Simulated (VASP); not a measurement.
A run of VASP 6.6.1 is set up as follows.

Contents of INCAR:

```
PREC = Accurate ; ENCUT = 500
EDIFF = 1E-6 ; ISMEAR = 0
SIGMA = 0.1 ; LREAL = False
LASPH = True ; NELM = 120
ALGO = Normal ; ISIF = 2
LWAVE = False ; LCHARG = True
GGA = CA ; LELF = True
LVHAR = True ; NBANDS = 26
GGA_COMPAT = False
```

File KPOINTS:

```
regular mesh
0
Gamma
  4 4 4
```

Contents of POSCAR:

```
K3Ba
1.0
    6.5628970000      0.0000000000      0.0000000000
    0.0000000000      6.5628970000      0.0000000000
    0.0000000000      0.0000000000      6.5628970000
K Ba
3 1
Direct
    0.0000000000      0.5000000000      0.5000000000
    0.5000000000      0.0000000000      0.5000000000
    0.5000000000      0.5000000000      0.0000000000
    0.0000000000      0.0000000000      0.0000000000
```

Potentials or basis: VASP PAW LDA potentials, release 64 (K_sv, Ba_sv).

Launch:

```bash
$ cat potpaw_LDA.64/K_sv/POTCAR potpaw_LDA.64/Ba_sv/POTCAR > POTCAR
$ mpirun -np 1 vasp_std > vasp.out
```

Question: Predict the band gap on the k mesh.

Answer: Zero (an odd number of electrons rules out a gap without spin polarisation).

Question: Estimate the pressure.

Answer: -0.6 GPa.

Caveat: spin-orbit coupling is left out, which moves the levels of the heavy elements.
